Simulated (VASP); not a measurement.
# WC in VASP: further runs

The runs below take WC through single point, relaxation of cell and atoms, with PBE.

Everything below comes from runs of VASP 6.6.1. Logs are shortened: lines on timing, memory, paths and dates and some standing lists are left out, and cuts for length are marked.

### 1 The cell of the first run

The typed cell holds 2 atoms: a = 2.729 Å, b = 2.729 Å, c = 2.722 Å, α = 90.00°, β = 90.00°, γ = 90.00°.

### 2 Single point, PBE

The input, INCAR:

```
SYSTEM = WC
PREC = Accurate ; ENCUT = 600
EDIFF = 1E-6 ; ISMEAR = 0
SIGMA = 0.2 ; LREAL = .False.
LASPH = .True. ; NELM = 120
ALGO = Normal ; ISIF = 2
LWAVE = .False. ; LCHARG = .False.
GGA = PE ; NBANDS = 16
GGA_COMPAT = .False.
```

The input, KPOINTS:

```
Automatic mesh
0
Gamma
  7 7 5
  0 0 0
```

The input, POSCAR:

```
WC
1.0
    2.7292169109      0.0000000000      0.0000000000
    0.0000000000      2.7292169109      0.0000000000
    0.0000000000      0.0000000000      2.7218475214
W C
1 1
Direct
    0.5000000000      0.5000000000      0.5000000000
    0.0000000000      0.0000000000      0.0000000000
```

Potentials or basis: VASP PAW PBE potentials, release 64 (W_sv, C).

Started as:

```console
cat potpaw_PBE.64/W_sv/POTCAR potpaw_PBE.64/C/POTCAR > POTCAR
mpirun -np 1 vasp_std > vasp.out
```

OUTCAR:

```text
SYSTEM = WC
   PREC = Accurate
   ENCUT = 600
   EDIFF = 1E-6
   ISMEAR = 0
   LREAL = .False.
   LASPH = .True.
   NELM = 120
   ISIF = 2
   GGA = PE

 ion  position               nearest neighbor table
   1  0.500  0.500  0.500-   2 2.36   2 2.36   2 2.36   2 2.36   2 2.36   2 2.36   2 2.36   2 2.36

   2  0.000  0.000  0.000-   1 2.36   1 2.36   1 2.36   1 2.36   1 2.36   1 2.36   1 2.36   1 2.36

  LATTYP: Found a simple tetragonal cell.
 ALAT       =     2.7292169109
 C/A-ratio  =     0.9972998154

  Lattice vectors:

 A1 = (   2.7292169109,   0.0000000000,   0.0000000000)
 A2 = (   0.0000000000,   2.7292169109,   0.0000000000)
 A3 = (   0.0000000000,   0.0000000000,   2.7218475214)

Analysis of symmetry for initial positions (statically):
=====================================================================
 Subroutine PRICEL returns:
 Original cell was already a primitive cell.

 Routine SETGRP: Setting up the symmetry group for a
 simple tetragonal supercell.

 Subroutine GETGRP returns: Found 16 space group operations
 (whereof 16 operations were pure point group operations)
 out of a pool of 16 trial point group operations.

The static configuration has the point symmetry D_4h.

Analysis of symmetry for dynamics (positions and initial velocities):
=====================================================================
 Subroutine PRICEL returns:
 Original cell was already a primitive cell.

 Routine SETGRP: Setting up the symmetry group for a
 simple tetragonal supercell.

 Subroutine GETGRP returns: Found 16 space group operations
 (whereof 16 operations were pure point group operations)
 out of a pool of 16 trial point group operations.

The dynamic configuration has the point symmetry D_4h.

 Subroutine INISYM returns: Found 16 space group operations
 (whereof 16 operations are pure point group operations),
 and found     1 'primitive' translations

----------------------------------------------------------------------------------------

                                     Primitive cell

  volume of cell :      20.2740

  direct lattice vectors                    reciprocal lattice vectors
     2.729216911  0.000000000  0.000000000     0.366405468  0.000000000  0.000000000
     0.000000000  2.729216911  0.000000000     0.000000000  0.366405468  0.000000000
     0.000000000  0.000000000  2.721847521     0.000000000  0.000000000  0.367397509

  length of vectors
     2.729216911  2.729216911  2.721847521     0.366405468  0.366405468  0.367397509

  position of ions in fractional coordinates (direct lattice)
     0.500000000  0.500000000  0.500000000
     0.000000000  0.000000000  0.000000000

  ion indices of the primitive-cell ions
   primitive index   ion index
                 1           1
                 2           2

----------------------------------------------------------------------------------------

 KPOINTS: Automatic mesh

Automatic generation of k-mesh.
 Grid dimensions read from file:
 generate k-points for:    7    7    5

 Generating k-lattice:

  Cartesian coordinates                     Fractional coordinates (reciprocal lattice)
     0.052343638  0.000000000  0.000000000     0.142857143  0.000000000  0.000000000
     0.000000000  0.052343638  0.000000000     0.000000000  0.142857143  0.000000000
     0.000000000  0.000000000  0.073479502     0.000000000  0.000000000  0.200000000

  Length of vectors
     0.052343638  0.052343638  0.073479502

  Shift w.r.t. Gamma in fractional coordinates (k-lattice)
     0.000000000  0.000000000  0.000000000

 Subroutine IBZKPT returns following result:
 ===========================================

 Found     30 irreducible k-points:

 Following reciprocal coordinates:
            Coordinates               Weight
  0.000000  0.000000  0.000000      1.000000
  0.142857  0.000000  0.000000      4.000000
  0.285714  0.000000  0.000000      4.000000
  0.428571  0.000000  0.000000      4.000000
  0.142857  0.142857  0.000000      4.000000
  0.285714  0.142857  0.000000      8.000000
[... 16 lines left out ...]
  0.285714  0.000000  0.400000      8.000000
  0.428571  0.000000  0.400000      8.000000
 [... further k-points ...]
   k-points           NKPTS =     30   k-points in BZ     NKDIM =     30   number of bands    NBANDS=     16
   number of dos      NEDOS =    301   number of ions     NIONS =      2
   total plane-waves  NPLWV =  13824
   dimension x,y,z NGX =    24 NGY =   24 NGZ =   24
   dimension x,y,z NGXF=    48 NGYF=   48 NGZF=   48
   ions per type =               1   1
   NGX,Y,Z   is equivalent  to a cutoff of  14.62, 14.62, 14.66 a.u.
   NGXF,Y,Z  is equivalent  to a cutoff of  29.24, 29.24, 29.32 a.u.
 SYSTEM =  WC
   PREC   = accura    normal or accurate (medium, high low for compatibility)
   ISTART =      0    job   : 0-new  1-cont  2-samecut
   ICHARG =      2    charge: 1-file 2-atom 10-const
   ISPIN  =      1    spin polarized calculation?
   LNONCOLLINEAR =      F non collinear calculations
   LSORBIT =      F    spin-orbit coupling
   LASPH  =      T    aspherical Exc in radial PAW
   ENCUT  =  600.0 eV  44.10 Ry    6.64 a.u.   5.45  5.45  5.44*2*pi/ulx,y,z
   NELM   =    120;   NELMIN=  2; NELMDL= -5     # of ELM steps
   EDIFF  = 0.1E-05   stopping-criterion for ELM
   LREAL  =      F    real-space projection
   EDIFFG = 0.1E-04   stopping-criterion for IOM
   NSW    =      0    number of steps for IOM
   IBRION =     -1    ionic relax: 0-MD 1-quasi-New 2-CG
   NFREE  =      0    steps in history (QN), initial steepest desc. (CG)
   ISIF   =      2    stress and relaxation
   ISYM   =      2    0-nonsym 1-usesym 2-fastsym
   POTIM  = 0.5000    time-step for ionic-motion
   TEBEG  =    0.0;   TEEND  =   0.0 temperature during run
   PSTRESS=    0.0 pullay stress
   NELECT =      18.0000    total number of electrons
   NUPDOWN=      -1.0000    fix difference up-down
   EMIN   =  10.00;   EMAX   =-10.00  energy-range for DOS
   EFERMI =   0.00;   METHOD = LEGACY
   ISMEAR =     0;   SIGMA  =   0.20  broadening in eV -4-tet -1-fermi 0-gaus
   EFERMI_NEDOS =   21; number of points for ismear=-14 and -15
   IALGO  =     38    algorithm
   IMIX   =      4    mixing-type and parameters
     AMIX     =   0.40;   BMIX     =  1.00
     AMIX_MAG =   1.60;   BMIX_MAG =  1.00
  volume/ion in A,a.u.               =      10.14        68.41
  Fermi-wavevector in a.u.,A,eV,Ry     =   1.573448  2.973385 33.684464  2.475738
  Thomas-Fermi vector in A             =   2.674731
   LORBIT       =      0    0 simple, 1 ext, 2 COOP (PROOUT), +10 PAW based schemes
   GGA     = PE    functional components
   LHFCALC =     F    Hartree Fock is set to
   AEXX    =    0.0000 exact exchange contribution
   IVDW    =     0    specifies the selected vdW correction
   LEPSILON=     F    determine dielectric tensor
   LRPA    =     F    only Hartree local field effects (RPA)
 non-spin polarized calculation
 Gauss-broadening in eV      SIGMA  =   0.20
  energy-cutoff  :      600.00
  volume of cell :       20.27
 maximum number of plane-waves:       691
 NGX is ok and might be reduce to    24
   NGX = 11   NGY = 11   NGZ = 11

 number of electron      17.9999998 magnetization

 Free energy of the ion-electron system (eV)
  ---------------------------------------------------
  ext. energy  EPLUGINS =         0.00000000
  ---------------------------------------------------
  free energy    TOTEN  =       -20.64538068 eV

  energy without entropy =      -20.62375566  energy(sigma->0) =      -20.63456817

 E-fermi :  12.2138     XC(G=0): -14.0242

 val. band max:       12.1966162260   @ k =   0.0000   0.0000   0.2000
 cond. band min:      12.2979451361   @ k =   0.2857   0.1429   0.2000
 fundamental gap:      0.1013289101
 Fermi energy:        12.2137777984

 k-point     1 :       0.0000    0.0000    0.0000
  band No.  band energies     occupation
      1     -62.5238      2.00000
      2     -26.3347      2.00000
      3     -26.3347      2.00000
      4     -26.3033      2.00000
      5      -3.0521      2.00000
      6       7.1634      2.00000
[... 8 lines left out ...]
     15      29.8985      0.00000
     16      29.9297      0.00000

 k-point     2 :       0.1429    0.0000    0.0000
  band No.  band energies     occupation
      1     -62.5117      2.00000
      2     -26.5317      2.00000
      3     -26.3169      2.00000
      4     -26.2855      2.00000
      5      -2.5651      2.00000
      6       7.1220      2.00000
[... 8 lines left out ...]
     15      27.1906      0.00000
     16      30.6551      0.00000

 k-point     3 :       0.2857    0.0000    0.0000
  band No.  band energies     occupation
      1     -62.4845      2.00000
      2     -26.9557      2.00000
      3     -26.2767      2.00000
      4     -26.2454      2.00000
      5      -1.2586      2.00000
      6       5.7168      2.00000
[... 8 lines left out ...]
     15      24.0324      0.00000
     16      30.3209      0.00000

 k-point     4 :       0.4286    0.0000    0.0000
  band No.  band energies     occupation
      1     -62.4625      2.00000
      2     -27.2791      2.00000
      3     -26.2441      2.00000
      4     -26.2130      2.00000
      5       0.4935      2.00000
      6       3.4891      2.00000
[... 8 lines left out ...]
     15      22.7212      0.00000
     16      26.4552      0.00000
[... 324 lines left out ...]
 k-point    22 :       0.1429    0.0000    0.4000
  band No.  band energies     occupation
      1     -62.4519      2.00000
      2     -27.1962      2.00000
      3     -26.4322      2.00000
      4     -26.2303      2.00000
      5       0.2627      2.00000
      6       4.2542      2.00000
[... 8 lines left out ...]
     15      23.9659      0.00000
     16      26.4173      0.00000

 k-point    23 :       0.2857    0.0000    0.4000
  band No.  band energies     occupation
      1     -62.4253      2.00000
      2     -27.1343      2.00000
      3     -26.8335      2.00000
      4     -26.1938      2.00000
      5       0.3110      2.00000
      6       5.2018      2.00000
[... 8 lines left out ...]
     15      26.9436      0.00000
     16      27.8478      0.00000

 k-point    24 :       0.4286    0.0000    0.4000
  band No.  band energies     occupation
      1     -62.4038      2.00000
      2     -27.1417      2.00000
      3     -27.0832      2.00000
      4     -26.1643      2.00000
      5       0.2003      2.00000
      6       6.3612      2.00000
[... 8 lines left out ...]
     15      27.2514      0.00000
     16      28.2682      0.00000

 [... further k-points ...]

------------------------ aborting loop because EDIFF is reached ----------------------------------------

  FORCE on cell =-STRESS in cart. coord.  units (eV):
  Direction    XX          YY          ZZ          XY          YZ          ZX
  --------------------------------------------------------------------------------------
  -------------------------------------------------------------------------------------
  Total        0.1385857      0.1385857      0.1261113      0.0000000      0.0000000      0.0000000
  in kB       10.9518878     10.9518878      9.9660850      0.0000000      0.0000000      0.0000000
  external PRESSURE =      10.6232869 kB  Pullay stress =       0.0000000 kB

 VOLUME and BASIS-vectors are now :
 -----------------------------------------------------------------------------
  energy-cutoff  :      600.00
  volume of cell :       20.27
      direct lattice vectors                 reciprocal lattice vectors
     2.729216911  0.000000000  0.000000000     0.366405468  0.000000000  0.000000000
     0.000000000  2.729216911  0.000000000     0.000000000  0.366405468  0.000000000
     0.000000000  0.000000000  2.721847521     0.000000000  0.000000000  0.367397509

 POSITION                                       TOTAL-FORCE (eV/Angst)
 -----------------------------------------------------------------------------------
      1.36461      1.36461      1.36092         0.000000      0.000000      0.000000
      0.00000      0.00000      0.00000         0.000000      0.000000      0.000000
 -----------------------------------------------------------------------------------
    total drift:                                0.000000     -0.000000     -0.000000

  FREE ENERGIE OF THE ION-ELECTRON SYSTEM (eV)
  ---------------------------------------------------
  free  energy   TOTEN  =       -20.6453806816 eV

  energy  without entropy=      -20.6237556591  energy(sigma->0) =      -20.63456817
```

Wall time 4.5 s (1 thread of Intel Xeon 6975P-C (Granite Rapids), shared host); peak memory 0.14 GiB.

What came out:

- Free energy: -20.6454 eV
- Pressure: 1.1 GPa
- Band gap on the k mesh: zero (band 9 reaches 15.55 eV, above the bottom of band 10 at 11.81 eV)

Caveat: the k points lie up to 0.46 Å⁻¹ apart; spin-orbit coupling is left out, which moves the levels of the heavy elements.

### 3 Relaxation of cell and atoms, PBE

This run uses another cell than the first one, of 15.84 Å³/atom, 1.562 times its volume.

The input, INCAR:

```
SYSTEM = WC
PREC = Accurate
ENCUT = 600
EDIFF = 1E-7
ISMEAR = 0
SIGMA = 0.2
LREAL = .False.
LASPH = .True.
NELM = 120
ALGO = Normal
ISIF = 3
LWAVE = .False.
LCHARG = .False.
GGA = PE
IBRION = 2
NSW = 36
EDIFFG = -0.08
GGA_COMPAT = .False.
NELMIN = 4
```

The input, KPOINTS:

```
Automatic mesh
0
Gamma
  6 6 6
  0 0 0
```

The input, POSCAR:

```
WC
1.0
    3.1638529300      0.0000000000      0.0000000000
    0.0000000000      3.1638529300      0.0000000000
    0.0000000000      0.0000000000      3.1638529300
W C
1 1
Direct
    0.0000000000      0.0000000000      0.0000000000
    0.5000000000      0.5000000000      0.5000000000
```

Potentials or basis: VASP PAW PBE potentials, release 64 (W_sv, C).

Started as:

```console
cat potpaw_PBE.64/W_sv/POTCAR potpaw_PBE.64/C/POTCAR > POTCAR
mpirun -np 1 vasp_std > vasp.out
```

It took 37 s on 1 thread of AMD EPYC 9R45 (Zen 5), shared host; peak memory 0.15 GiB.

It converged, with:

- Free energy: -20.6696 eV
- Relaxed volume: 10.15 Å³/atom
- Relaxed cell: a = 2.728 Å, b = 2.728 Å, c = 2.728 Å, α = 90.00°, β = 90.00°, γ = 90.00°
- Space group after relaxing (to 0.05 Å): Pm-3m (No. 221)
- Energy gained by relaxing: 1601.0 meV/atom
- Ionic steps: 7
- Pressure after relaxing: -0.4 GPa
- Band gap on the k mesh: zero (band 9 reaches 18.07 eV, above the bottom of band 10 at 11.16 eV)

The path:
```
step  energy change (eV)  largest force (eV/Å)  pressure (GPa)  volume (Å³)
   1              0.0000                0.0000          -58.98        31.67
   2              7.2146                0.0000          628.52        11.76
   3             -1.8359                0.0000          -54.04        26.58
   4             -2.7255                0.0000          -39.79        23.61
   5             -3.1220                0.0000           24.02        19.14
   6             -3.1981                0.0000           -4.66        20.54
   7             -3.2020                0.0000           -0.38        20.29
```

Final structure:
```
W C
1.0
     2.72759    0.00000    0.00000
     0.00000    2.72759    0.00000
     0.00000    0.00000    2.72759
W C
1 1
Direct
  0.00000 0.00000 0.00000
  0.50000 0.50000 0.50000
```

Levels at points of the mesh, in eV from the Fermi level:
| k point | band 7 | band 8 | band 9 | band 10 | band 11 | band 12 |
| --- | --- | --- | --- | --- | --- | --- |
| (0.00, 0.00, 0.00) | -5.47 | -0.22 | -0.22 | -0.22 | 2.53 | 2.53 |
| (0.50, 0.00, 0.00) | -4.36 | -3.67 | -3.67 | 3.04 | 4.17 | 6.64 |
| (0.50, 0.50, 0.00) | -4.76 | -4.46 | -0.36 | -0.36 | 0.95 | 2.99 |
| (0.50, 0.50, 0.50) | -8.57 | -8.42 | 5.46 | 5.46 | 7.82 | 7.82 |

Caveat: the volume moved by over 15 % at a fixed basis, so the end points are rough; spin-orbit coupling is left out, which moves the levels of the heavy elements.
